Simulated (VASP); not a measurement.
# Sn3PdO8 (Cmmm) in VASP: single point with PBEsol+U

Aim: the single point of Sn3PdO8 with PBEsol+U.

Program: VASP 6.6.1. These are calculated values, not measurements. Logs are shortened: lines on timing, memory, paths and dates and some standing lists are left out, and cuts for length are marked.

## 1. The cell of the first run

It takes space group Cmmm (No. 65, orthorhombic). Conventional cell: a = 6.700 Å, b = 6.700 Å, c = 6.373 Å, α = 90.00°, β = 90.00°, γ = 90.00°. Pd (site symmetry mmm) has 6 O at 2.01 Å within 2.7 Å. Sn (site symmetry mmm) has 6 O at 2.07 Å within 2.7 Å. Sn (site symmetry mm2) has 6 O at 2.06 to 2.08 Å within 2.7 Å. Within 2.7 Å of O (site symmetry m2m) lie 1 Pd at 2.01 Å and 2 Sn at 2.06 Å and 1 O at 2.68 Å. Within 2.7 Å of O (site symmetry m2m) lie 3 Sn at 2.06 to 2.07 Å and 1 O at 2.57 Å. Within 2.7 Å of O (site symmetry m) lie 1 Pd at 2.01 Å and 2 Sn at 2.07 to 2.08 Å and 1 O at 2.54 Å.

## 2. Single point, PBEsol+U

Contents of INCAR:

```
SYSTEM = Sn3PdO8
PREC     = Accurate       ! precision mode
ENCUT    = 700            ! plane-wave cutoff, eV
EDIFF    = 1E-6           ! SCF threshold, eV
ISMEAR   = 0              ! smearing method
SIGMA    = 0.05           ! smearing width, eV
LREAL    = .False.        ! projectors in reciprocal space
LASPH    = .True.         ! aspherical terms in the spheres
NELM     = 200            ! most SCF steps
ALGO     = Normal         ! electronic algorithm
ISIF     = 2              ! what is computed and relaxed
LWAVE    = .False.        ! write WAVECAR
LCHARG   = .True.         ! write CHGCAR
LMAXMIX  = 4              ! l up to which the mixer works
LDAU     = .True.         ! DFT+U
LDAUTYPE = 2            
LDAUL    = 2 -1 -1        ! shell
LDAUU    = 2 0 0          ! U, eV
LDAUJ    = 0 0 0        
LDAUPRINT= 1            
GGA      = PS             ! functional
LELF     = .True.         ! ELF
LVHAR    = .True.       
NBANDS   = 66             ! bands
GGA_COMPAT= .False.
```

Contents of KPOINTS:

```
regular mesh
0
Gamma
  4 4 3
  0 0 0
```

Contents of POSCAR:

```
Sn3PdO8
1.0
    4.7373500000      0.0000000000      0.0000000000
    0.0000000000      4.7373500000      0.0000000000
    0.0000000000      0.0000000000      6.3728000000
Pd Sn O
1 3 8
Direct
    0.0000000000      0.0000000000      1.0000000000
    0.0000000000      0.0000000000      0.5000000000
    0.5000000000      0.5000000000      0.2463965786
    0.5000000000      0.5000000000      0.7536034214
    0.3002803001      0.3002803001      1.0000000000
    0.3083640033      0.3083640033      0.5000000000
    0.1897046375      0.8102953625      0.2440860549
    0.1897046375      0.8102953625      0.7559139451
    0.6997196999      0.6997196999      1.0000000000
    0.6916359967      0.6916359967      0.5000000000
    0.8102953625      0.1897046375      0.2440860549
    0.8102953625      0.1897046375      0.7559139451
```

Potentials or basis: VASP PAW PBE potentials, release 64 (Pd_sv_GW, Sn_d, O).

Launch:

```bash
cat potpaw_PBE.64/Pd_sv_GW/POTCAR potpaw_PBE.64/Sn_d/POTCAR potpaw_PBE.64/O/POTCAR > POTCAR
mpirun -np 1 vasp_std > vasp.out
```

OUTCAR:

```text
SYSTEM = Sn3PdO8
   PREC = Accurate
   ENCUT = 700
   EDIFF = 1E-6
   ISMEAR = 0
   LREAL = .False.
   LASPH = .True.
   NELM = 200
   ISIF = 2
   GGA = PS

 ion  position               nearest neighbor table
   1  0.000  0.000  0.000-   7 2.01   8 2.01  11 2.01  12 2.01   5 2.01   9 2.01   2 3.19   2 3.19

   2  0.000  0.000  0.500-   6 2.07  10 2.07   8 2.07   7 2.07  11 2.07  12 2.07   1 3.19   1 3.19
                             4 3.72   3 3.72   3 3.72   4 3.72   3 3.72   4 3.72   3 3.72   4 3.72
   3  0.500  0.500  0.246-   5 2.06   9 2.06   6 2.06  10 2.06   7 2.08  11 2.08   4 3.14   4 3.23
                             2 3.72   2 3.72   2 3.72   2 3.72
   4  0.500  0.500  0.754-   5 2.06   9 2.06   6 2.06  10 2.06   8 2.08  12 2.08   3 3.14   3 3.23
                             2 3.72   2 3.72   2 3.72   2 3.72
   5  0.300  0.300  0.000-   1 2.01   3 2.06   4 2.06
   6  0.308  0.308  0.500-   3 2.06   4 2.06   2 2.07
   7  0.190  0.810  0.244-   1 2.01   2 2.07   3 2.08
   8  0.190  0.810  0.756-   1 2.01   2 2.07   4 2.08
   9  0.700  0.700  0.000-   1 2.01   3 2.06   4 2.06
  10  0.692  0.692  0.500-   3 2.06   4 2.06   2 2.07
  11  0.810  0.190  0.244-   1 2.01   2 2.07   3 2.08
  12  0.810  0.190  0.756-   1 2.01   2 2.07   4 2.08

  LATTYP: Found a simple tetragonal cell.
 ALAT       =     4.7373500000
 C/A-ratio  =     1.3452246509

  Lattice vectors:

 A1 = (   4.7373500000,   0.0000000000,   0.0000000000)
 A2 = (   0.0000000000,   4.7373500000,   0.0000000000)
 A3 = (   0.0000000000,   0.0000000000,   6.3728000000)

Analysis of symmetry for initial positions (statically):
=====================================================================
 Subroutine PRICEL returns:
 Original cell was already a primitive cell.

 Routine SETGRP: Setting up the symmetry group for a
 simple tetragonal supercell.

 Subroutine GETGRP returns: Found  8 space group operations
 (whereof  8 operations were pure point group operations)
 out of a pool of 16 trial point group operations.

The static configuration has the point symmetry D_2h.

Analysis of symmetry for dynamics (positions and initial velocities):
=====================================================================
 Subroutine PRICEL returns:
 Original cell was already a primitive cell.

 Routine SETGRP: Setting up the symmetry group for a
 simple tetragonal supercell.

 Subroutine GETGRP returns: Found  8 space group operations
 (whereof  8 operations were pure point group operations)
 out of a pool of 16 trial point group operations.

The dynamic configuration has the point symmetry D_2h.

 Subroutine INISYM returns: Found  8 space group operations
 (whereof  8 operations are pure point group operations),
 and found     1 'primitive' translations

----------------------------------------------------------------------------------------

                                     Primitive cell

  volume of cell :     143.0215

  direct lattice vectors                    reciprocal lattice vectors
     4.737350000  0.000000000  0.000000000     0.211088478  0.000000000  0.000000000
     0.000000000  4.737350000  0.000000000     0.000000000  0.211088478  0.000000000
     0.000000000  0.000000000  6.372800000     0.000000000  0.000000000  0.156916897

  length of vectors
     4.737350000  4.737350000  6.372800000     0.211088478  0.211088478  0.156916897

  position of ions in fractional coordinates (direct lattice)
     0.000000000  0.000000000  0.000000000
     0.000000000  0.000000000  0.500000000
     0.500000000  0.500000000  0.246396579
     0.500000000  0.500000000  0.753603421
     0.300280300  0.300280300  0.000000000
     0.308364003  0.308364003  0.500000000
     0.189704638  0.810295362  0.244086055
     0.189704638  0.810295362  0.755913945
     0.699719700  0.699719700  0.000000000
     0.691635997  0.691635997  0.500000000
     0.810295362  0.189704638  0.244086055
     0.810295362  0.189704638  0.755913945

  ion indices of the primitive-cell ions
   primitive index   ion index
                 1           1
[... 80 lines left out ...]
   POTIM  = 0.5000    time-step for ionic-motion
   TEBEG  =    0.0;   TEEND  =   0.0 temperature during run
   PSTRESS=    0.0 pullay stress
   NELECT =     108.0000    total number of electrons
   NUPDOWN=      -1.0000    fix difference up-down
   EMIN   =  10.00;   EMAX   =-10.00  energy-range for DOS
   EFERMI =   0.00;   METHOD = LEGACY
   ISMEAR =     0;   SIGMA  =   0.05  broadening in eV -4-tet -1-fermi 0-gaus
   EFERMI_NEDOS =   21; number of points for ismear=-14 and -15
   IALGO  =     38    algorithm
   IMIX   =      4    mixing-type and parameters
     AMIX     =   0.40;   BMIX     =  1.00
     AMIX_MAG =   1.60;   BMIX_MAG =  1.00
  volume/ion in A,a.u.               =      11.92        80.43
  Fermi-wavevector in a.u.,A,eV,Ry     =   1.490787  2.817179 30.238222  2.222447
  Thomas-Fermi vector in A             =   2.603525
   LORBIT       =      0    0 simple, 1 ext, 2 COOP (PROOUT), +10 PAW based schemes
 LDA+U is selected, type is set to LDAUTYPE =  2
   angular momentum for each species LDAUL =     2   -1   -1
   U (eV)           for each species LDAUU =   2.0  0.0  0.0
   J (eV)           for each species LDAUJ =   0.0  0.0  0.0
   GGA     = PS    functional components
   LHFCALC =     F    Hartree Fock is set to
   AEXX    =    0.0000 exact exchange contribution
   IVDW    =     0    specifies the selected vdW correction
   LEPSILON=     F    determine dielectric tensor
   LRPA    =     F    only Hartree local field effects (RPA)
 non-spin polarized calculation
 Gauss-broadening in eV      SIGMA  =   0.05
  energy-cutoff  :      700.00
  volume of cell :      143.02
 maximum number of plane-waves:      6044
 NGX is ok and might be reduce to    42
   NGX = 21   NGY = 21   NGZ = 27

atom =   1  type =  1  l = 2

 onsite density matrix

spin component  1

  0.5858  0.0000  0.1951  0.0000  0.0000
  0.0000  0.6756  0.0000  0.2063  0.0000
  0.1951  0.0000  0.7355  0.0000 -0.0000
  0.0000  0.2063  0.0000  0.6756  0.0000
  0.0000  0.0000 -0.0000  0.0000  0.8874

spin component  2

  0.5858  0.0000  0.1951  0.0000  0.0000
  0.0000  0.6756  0.0000  0.2063  0.0000
  0.1951  0.0000  0.7355  0.0000 -0.0000
  0.0000  0.2063  0.0000  0.6756  0.0000
  0.0000  0.0000 -0.0000  0.0000  0.8874

 occupancies and eigenvectors

  o =  0.4517  v =  0.8241  0.0000 -0.5664 -0.0000 -0.0000  0.0000  0.0000  0.0000  0.0000  0.0000      0.0000  0.0000  0.0000  0.0000  0.0000  0.0000  0.0000  0.0000  0.0000  0.0000
  o =  0.4517  v =  0.0000  0.0000  0.0000  0.0000  0.0000  0.8241  0.0000 -0.5664 -0.0000 -0.0000      0.0000  0.0000  0.0000  0.0000  0.0000  0.0000  0.0000  0.0000  0.0000  0.0000
  o =  0.4693  v = -0.0000  0.7071  0.0000 -0.7071 -0.0000  0.0000  0.0000  0.0000  0.0000  0.0000      0.0000  0.0000  0.0000  0.0000  0.0000  0.0000  0.0000  0.0000  0.0000  0.0000
  o =  0.4693  v =  0.0000  0.0000  0.0000  0.0000  0.0000 -0.0000  0.7071  0.0000 -0.7071 -0.0000      0.0000  0.0000  0.0000  0.0000  0.0000  0.0000  0.0000  0.0000  0.0000  0.0000
  o =  0.8696  v = -0.5664  0.0000 -0.8241  0.0000 -0.0000  0.0000  0.0000  0.0000  0.0000  0.0000      0.0000  0.0000  0.0000  0.0000  0.0000  0.0000  0.0000  0.0000  0.0000  0.0000
  o =  0.8696  v =  0.0000  0.0000  0.0000  0.0000  0.0000 -0.5664  0.0000 -0.8241  0.0000 -0.0000      0.0000  0.0000  0.0000  0.0000  0.0000  0.0000  0.0000  0.0000  0.0000  0.0000
  o =  0.8818  v =  0.0000  0.7071  0.0000  0.7071  0.0000  0.0000  0.0000  0.0000  0.0000  0.0000      0.0000  0.0000  0.0000  0.0000  0.0000  0.0000  0.0000  0.0000  0.0000  0.0000
  o =  0.8818  v =  0.0000  0.0000  0.0000  0.0000  0.0000  0.0000  0.7071  0.0000  0.7071  0.0000      0.0000  0.0000  0.0000  0.0000  0.0000  0.0000  0.0000  0.0000  0.0000  0.0000
  o =  0.8874  v =  0.0000  0.0000  0.0000  0.0000  0.0000 -0.0000 -0.0000 -0.0000 -0.0000  1.0000      0.0000  0.0000  0.0000  0.0000  0.0000  0.0000  0.0000  0.0000  0.0000  0.0000
  o =  0.8874  v = -0.0000 -0.0000 -0.0000 -0.0000  1.0000  0.0000  0.0000  0.0000  0.0000  0.0000      0.0000  0.0000  0.0000  0.0000  0.0000  0.0000  0.0000  0.0000  0.0000  0.0000

 number of electron     108.0000005 magnetization

 Free energy of the ion-electron system (eV)
  ---------------------------------------------------
  ext. energy  EPLUGINS =         0.00000000
  ---------------------------------------------------
  free energy    TOTEN  =       -73.77932197 eV

  energy without entropy =      -73.77932197  energy(sigma->0) =      -73.77932197

 E-fermi :   5.9082     XC(G=0): -11.5469

 val. band max:        5.4818307082   @ k =   0.5000   0.5000   0.3333
 cond. band min:       6.1599924152   @ k =   0.5000   0.5000   0.0000
 fundamental gap:      0.6781617070
 Fermi energy:         5.9081743836

 k-point     1 :       0.0000    0.0000    0.0000
  band No.  band energies     occupation
      1     -79.9800      2.00000
      2     -45.8018      2.00000
      3     -45.6319      2.00000
      4     -45.5350      2.00000
      5     -15.6254      2.00000
      6     -15.5539      2.00000
[... 955 lines left out ...]
     65      15.6128      0.00000
     66      16.0051      0.00000

------------------------ aborting loop because EDIFF is reached ----------------------------------------

  FORCE on cell =-STRESS in cart. coord.  units (eV):
  Direction    XX          YY          ZZ          XY          YZ          ZX
  --------------------------------------------------------------------------------------
  -------------------------------------------------------------------------------------
  Total       -2.3518211     -2.3518211     -0.8481348     -0.8178405      0.0000000      0.0000000
  in kB      -26.3459363    -26.3459363     -9.5011077     -9.1617396      0.0000000      0.0000000
  external PRESSURE =     -20.7309934 kB  Pullay stress =       0.0000000 kB

 VOLUME and BASIS-vectors are now :
 -----------------------------------------------------------------------------
  energy-cutoff  :      700.00
  volume of cell :      143.02
      direct lattice vectors                 reciprocal lattice vectors
     4.737350000  0.000000000  0.000000000     0.211088478  0.000000000  0.000000000
     0.000000000  4.737350000  0.000000000     0.000000000  0.211088478  0.000000000
     0.000000000  0.000000000  6.372800000     0.000000000  0.000000000  0.156916897

 POSITION                                       TOTAL-FORCE (eV/Angst)
 -----------------------------------------------------------------------------------
      0.00000      0.00000      0.00000        -0.000000     -0.000000      0.000000
      0.00000      0.00000      3.18640        -0.000000     -0.000000      0.000000
      2.36868      2.36868      1.57024        -0.000000     -0.000000      0.030120
      2.36868      2.36868      4.80256        -0.000000     -0.000000     -0.030120
      1.42253      1.42253      0.00000        -0.087413     -0.087413      0.000000
      1.46083      1.46083      3.18640        -0.009204     -0.009204      0.000000
      0.89870      3.83865      1.55551        -0.029684      0.029684     -0.088140
      0.89870      3.83865      4.81729        -0.029684      0.029684      0.088140
      3.31482      3.31482      0.00000         0.087413      0.087413      0.000000
      3.27652      3.27652      3.18640         0.009204      0.009204      0.000000
      3.83865      0.89870      1.55551         0.029684     -0.029684     -0.088140
      3.83865      0.89870      4.81729         0.029684     -0.029684      0.088140
 -----------------------------------------------------------------------------------
    total drift:                               -0.000000     -0.000000      0.000000

  FREE ENERGIE OF THE ION-ELECTRON SYSTEM (eV)
  ---------------------------------------------------
  free  energy   TOTEN  =       -73.7793219685 eV

  energy  without entropy=      -73.7793219685  energy(sigma->0) =      -73.77932197
```

It took 7.2 min on 1 thread of AMD EPYC 7R43 (Zen 3), shared host; peak memory 0.37 GiB.

Results:

* Free energy: -73.7793 eV
* Pressure: -2.1 GPa
* Largest force: 0.124 eV/Å
* Band gap on the k mesh: 0.68 eV (least direct gap 0.69 eV)

Forces on the atoms (eV/Å):
```
Pd   0.000  0.000  0.000
Sn   0.000  0.000  0.000
Sn   0.000  0.000  0.030
Sn   0.000  0.000 -0.030
O   -0.087 -0.087  0.000
O   -0.009 -0.009  0.000
O   -0.030  0.030 -0.088
O   -0.030  0.030  0.088
O    0.087  0.087  0.000
O    0.009  0.009  0.000
O    0.030 -0.030 -0.088
O    0.030 -0.030  0.088
```

Levels at points of the mesh, in eV from the valence-band top:
| k point | band 51 | band 52 | band 53 | band 54 | band 55 | band 56 | band 57 | band 58 |
| --- | --- | --- | --- | --- | --- | --- | --- | --- |
| (0.00, 0.00, 0.00) | -0.92 | -0.75 | -0.24 | -0.16 | 1.29 | 1.79 | 2.09 | 5.69 |
| (0.50, 0.00, 0.00) | -0.80 | -0.71 | -0.63 | -0.62 | 2.10 | 2.27 | 4.14 | 4.83 |
| (0.50, 0.50, 0.00) | -0.96 | -0.95 | -0.56 | -0.01 | 0.68 | 2.04 | 4.62 | 4.71 |

Eigenvalues of the final occupation matrices:
```
    site  spin  trace               eigenvalues
site 1 d     1   3.56  0.45 0.47 0.87 0.88 0.89
site 1 d     2   3.56  0.45 0.47 0.87 0.88 0.89
```

Caveat: the PAW data sets were made with another functional, which shifts forces and pressure a little; spin-orbit coupling is left out, which moves the levels of the heavy elements.
